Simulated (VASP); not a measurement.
# Ir (P6_3/mmc) in VASP: settings compared, part 2 of 2

VASP 6.6.1. The steps go on from the part before.

**3. Single point, PBE**

INCAR

```
SYSTEM = Ir
ALGO = Normal
EDIFF = 1E-6
ENCUT = 500
GGA = PE
GGA_COMPAT = .FALSE.
ISIF = 2
ISMEAR = 1
LASPH = .TRUE.
LCHARG = .TRUE.
LELF = .TRUE.
LREAL = .FALSE.
LVHAR = .TRUE.
LWAVE = .FALSE.
NBANDS = 16
NELM = 120
PREC = Accurate
SIGMA = 0.0047
```

KPOINTS

```
k-points
0
G
  6 6 4
  0 0 0
```

POSCAR

```
Ir
1.0
    2.7513778946      0.0000000000      0.0000000000
   -1.3756889473      2.3827631521      0.0000000000
    0.0000000000      0.0000000000      4.4622900000
Ir
2
Direct
    0.6666666667      0.3333333333      0.7500000000
    0.3333333333      0.6666666667      0.2500000000
```

Potentials or basis: VASP PAW PBE potentials, release 64 (Ir).

The run is started by

```console
cat potpaw_PBE.64/Ir/POTCAR > POTCAR
mpirun -np 1 vasp_std > vasp.out
```

It took 9.6 s on 1 thread of Intel Xeon 6975P-C (Granite Rapids), shared host; peak memory 0.14 GiB.

The run converged. Its results:

```yaml
Free_energy: -17.5283 eV
Pressure: -1.2 GPa
Band_gap_on_the_k_mesh: zero (band 9 reaches 10.88 eV, above the bottom of band 10 at 7.73 eV)
```

Stress tensor (GPa, compression positive):
```
 0.60  0.00  0.00
 0.00  0.60  0.00
 0.00  0.00 -4.69
```

Levels at points of the mesh, in eV from the Fermi level:
| k point | band 6 | band 7 | band 8 | band 9 | band 10 | band 11 | band 12 | band 13 |
| --- | --- | --- | --- | --- | --- | --- | --- | --- |
| (0.00, 0.00, 0.00) | -2.78 | -2.78 | -2.08 | -2.08 | -0.54 | 0.45 | 0.45 | 6.98 |
| (0.50, 0.00, 0.00) | -3.10 | -2.64 | 0.92 | 1.11 | 1.31 | 3.06 | 4.49 | 8.31 |
| (0.00, 0.00, 0.50) | -3.54 | -3.54 | -3.54 | -0.25 | -0.25 | -0.25 | -0.25 | 13.80 |
| (0.50, 0.00, 0.50) | -1.84 | -0.70 | -0.70 | 1.15 | 1.15 | 2.19 | 2.19 | 7.62 |

Caveat: the k points lie up to 0.44 Å⁻¹ apart; spin-orbit coupling is left out, which moves the levels of the heavy elements.

**4. Single point, LDA**

INCAR

```
ALGO = Normal
EDIFF = 1E-6
ENCUT = 500
GGA = CA
GGA_COMPAT = False
ISIF = 2
ISMEAR = 0
LASPH = True
LCHARG = True
LELF = True
LREAL = False
LVHAR = True
LWAVE = False
NBANDS = 16
NELM = 120
PREC = Accurate
SIGMA = 0.1
```

KPOINTS

```
k-points
0
Gamma
  6 6 4
```

POSCAR is that of step 3.

Potentials or basis: VASP PAW LDA potentials, release 64 (Ir).

The run is started by

```console
cat potpaw_LDA.64/Ir/POTCAR > POTCAR
mpirun -np 1 vasp_std > vasp.out
```

OUTCAR:

```text
EDIFF = 1E-6
   ENCUT = 500
   GGA = CA
   ISIF = 2
   ISMEAR = 0
   LASPH = True
   LREAL = False
   NELM = 120
   PREC = Accurate

 ion  position               nearest neighbor table
   1  0.667  0.333  0.750-   2 2.74   2 2.74   2 2.74   2 2.74   2 2.74   2 2.74
   2  0.333  0.667  0.250-   1 2.74   1 2.74   1 2.74   1 2.74   1 2.74   1 2.74

  LATTYP: Found a hexagonal cell.
 ALAT       =     2.7513778946
 C/A-ratio  =     1.6218382828

  Lattice vectors:

[... 582 lines left out ...]

------------------------ aborting loop because EDIFF is reached ----------------------------------------

  FORCE on cell =-STRESS in cart. coord.  units (eV):
  Direction    XX          YY          ZZ          XY          YZ          ZX
  --------------------------------------------------------------------------------------
  -------------------------------------------------------------------------------------
  Total       -2.5441679     -2.5441679     -3.7015886     -0.0000000     -0.0000000      0.0000000
  in kB     -139.3373160   -139.3373160   -202.7261744     -0.0000000     -0.0000000      0.0000000
  external PRESSURE =    -160.4669354 kB  Pullay stress =       0.0000000 kB

 VOLUME and BASIS-vectors are now :
 -----------------------------------------------------------------------------
  energy-cutoff  :      500.00
  volume of cell :       29.25
      direct lattice vectors                 reciprocal lattice vectors
     2.751377895  0.000000000  0.000000000     0.363454254  0.209840411  0.000000000
    -1.375688947  2.382763152  0.000000000     0.000000000  0.419680823  0.000000000
     0.000000000  0.000000000  4.462290000     0.000000000  0.000000000  0.224100182

 POSITION                                       TOTAL-FORCE (eV/Angst)
 -----------------------------------------------------------------------------------
      1.37569      0.79425      3.34672         0.000000      0.000000      0.000000
     -0.00000      1.58851      1.11557        -0.000000      0.000000      0.000000
 -----------------------------------------------------------------------------------
    total drift:                                0.000000     -0.000000     -0.000000

  FREE ENERGIE OF THE ION-ELECTRON SYSTEM (eV)
  ---------------------------------------------------
  free  energy   TOTEN  =       -20.4124560234 eV

  energy  without entropy=      -20.4022388448  energy(sigma->0) =      -20.40734743
```

Run time: 9.2 s. Hardware: 1 thread of Intel Xeon 6975P-C (Granite Rapids), shared host; peak memory 0.13 GiB.

Results:

```yaml
Free_energy: -20.4125 eV
Pressure: -16.0 GPa
Band_gap_on_the_k_mesh: zero (band 9 reaches 10.78 eV, above the bottom of band 10 at 7.61 eV)
```

Stress tensor (GPa, compression positive):
```
-13.93   0.00   0.00
  0.00 -13.93   0.00
  0.00   0.00 -20.27
```

Caveat: the k points lie up to 0.44 Å⁻¹ apart; spin-orbit coupling is left out, which moves the levels of the heavy elements.

**5. Single point, PBE, collinear spin, ferromagnetic start**

INCAR

```
SYSTEM = Ir
  PREC = Accurate
  ENCUT = 500
  EDIFF = 1E-6
  ISMEAR = 0
  SIGMA = 0.1
  LREAL = .False.
  LASPH = .True.
  NELM = 200
  ALGO = Normal
  ISIF = 2
  LWAVE = .False.
  LCHARG = .False.
  ISPIN = 2
  MAGMOM = 1.07 1.07
  LORBIT = 11
  LMAXMIX = 4
  GGA = PE
  NELECT = 17.5
  NBANDS = 20
  GGA_COMPAT = .False.
```

KPOINTS

```
Automatic mesh
0
Gamma
  3 3 2
  0 0 0
```

POSCAR is that of step 4.

Potentials or basis: VASP PAW PBE potentials, release 64 (Ir).

The run is started by

```console
cat potpaw_PBE.64/Ir/POTCAR > POTCAR
mpirun -np 1 vasp_std > vasp.out
```

Wall time 12 s (1 thread of Intel Xeon 6975P-C (Granite Rapids), shared host); peak memory 0.14 GiB.

Results (log left out):

```yaml
Free_energy: -21.2056 eV
Net_moment: 0.18 μB per cell
Site_moments: Ir +0.09 μB
Valence_electrons_inside_the_program's_atomic_spheres: Ir 8.04
```

Levels at points of the mesh, in eV from the Fermi level:
Spin up:
```
           k point  band 5  band 6  band 7  band 8  band 9  band 10  band 11  band 12  band 13  band 14
(0.00, 0.00, 0.00)   -3.33   -2.73   -2.73   -2.09   -2.09    -0.24     0.40     0.40     7.02    14.99
(0.00, 0.00, 0.50)   -3.47   -3.47   -3.47   -3.47   -0.30    -0.30    -0.30    -0.30    14.13    14.13
```
Spin down:
| k point | band 4 | band 5 | band 6 | band 7 | band 8 | band 9 | band 10 | band 11 | band 12 | band 13 |
| --- | --- | --- | --- | --- | --- | --- | --- | --- | --- | --- |
| (0.00, 0.00, 0.00) | -3.25 | -3.25 | -2.64 | -2.64 | -2.06 | -2.06 | -0.24 | 0.44 | 0.44 | 7.04 |
| (0.00, 0.00, 0.50) | -3.94 | -3.39 | -3.39 | -3.39 | -3.39 | -0.24 | -0.24 | -0.24 | -0.24 | 14.15 |

Caveat: the k points lie up to 0.88 Å⁻¹ apart; the cell carries a net charge on a neutralising background, which shifts energy and pressure; the cell is charged against a uniform background, so pressure and absolute levels hang on convention; spin-orbit coupling is left out, which moves the levels of the heavy elements.

**6. Single point, PBE**

This run uses another cell than the first one, of 19.16 Å³/atom, 1.310 times its volume.

INCAR

```
SYSTEM = Ir
PREC = Accurate ; ENCUT = 500
EDIFF = 1E-6 ; ISMEAR = 0
SIGMA = 0.1 ; LREAL = .FALSE.
LASPH = .TRUE. ; NELM = 120
ALGO = Normal ; ISIF = 2
LWAVE = .FALSE. ; LCHARG = .TRUE.
GGA = PE ; LELF = .TRUE.
LVHAR = .TRUE. ; NBANDS = 16
GGA_COMPAT = .FALSE.
```

KPOINTS

```
regular mesh
0
G
  6 6 4
  0 0 0
```

POSCAR

```
Ir
1.0
    3.0105141692      0.0000000000      0.0000000000
   -1.5052570846      2.6071817490      0.0000000000
    0.0000000000      0.0000000000      4.8825671307
Ir
2
Direct
    0.6666666667      0.3333333333      0.7500000000
    0.3333333333      0.6666666667      0.2500000000
```

Potentials or basis: VASP PAW PBE potentials, release 64 (Ir).

The run is started by

```console
cat potpaw_PBE.64/Ir/POTCAR > POTCAR
mpirun -np 1 vasp_std > vasp.out
```

It took 12 s on 1 thread of Intel Xeon 6975P-C (Granite Rapids), shared host; peak memory 0.15 GiB.

It converged, with:

- Free energy: -15.7857 eV
- Pressure: -45.6 GPa
- Band gap on the k mesh: zero (band 9 reaches 6.49 eV, above the bottom of band 10 at 4.51 eV)

Stress tensor (GPa, compression positive):
```
-44.14   0.00   0.00
  0.00 -44.14   0.00
  0.00   0.00 -48.52
```

Levels at points of the mesh, in eV from the Fermi level:
| k point | band 7 | band 8 | band 9 | band 10 | band 11 | band 12 |
| --- | --- | --- | --- | --- | --- | --- |
| (0.00, 0.00, 0.00) | -1.83 | -1.38 | -1.38 | 0.19 | 0.26 | 0.26 |
| (0.50, 0.00, 0.00) | -1.75 | 0.52 | 0.63 | 0.76 | 2.18 | 3.20 |
| (0.00, 0.00, 0.50) | -2.32 | -2.32 | -0.22 | -0.22 | -0.22 | -0.22 |
| (0.50, 0.00, 0.50) | -0.28 | -0.28 | 0.67 | 0.67 | 1.84 | 1.84 |

Caveat: the k points lie up to 0.40 Å⁻¹ apart; spin-orbit coupling is left out, which moves the levels of the heavy elements.

**7. The runs side by side**

| level | potentials or basis | cell | smearing | gap on the mesh (eV) | pressure (GPa) |
| --- | --- | --- | --- | --- | --- |
| PBE | VASP PAW PBE potentials, release 64 (Ir) | a = 2.751, b = 2.751, c = 4.462 Å, angles 90.0, 90.0, 120.0°, 2 atoms | methfessel-paxton 0.0047 eV | none | -1.2 |
| LDA | VASP PAW LDA potentials, release 64 (Ir) | a = 2.751, b = 2.751, c = 4.462 Å, angles 90.0, 90.0, 120.0°, 2 atoms | gaussian 0.1 eV | none | -16.0 |
| PBE | VASP PAW PBE potentials, release 64 (Ir) | a = 3.011, b = 3.011, c = 4.883 Å, angles 90.0, 90.0, 120.0°, 2 atoms | gaussian 0.1 eV | none | -45.6 |

Alike in all rows: task single point; no spin polarisation; k mesh 6 × 6 × 4; cutoff (eV) 500.

Caveats: all runs use coarse meshes; spin-orbit coupling is left out, which moves the levels of the heavy elements.

Absolute energies hang on the potentials; compare differences alone.
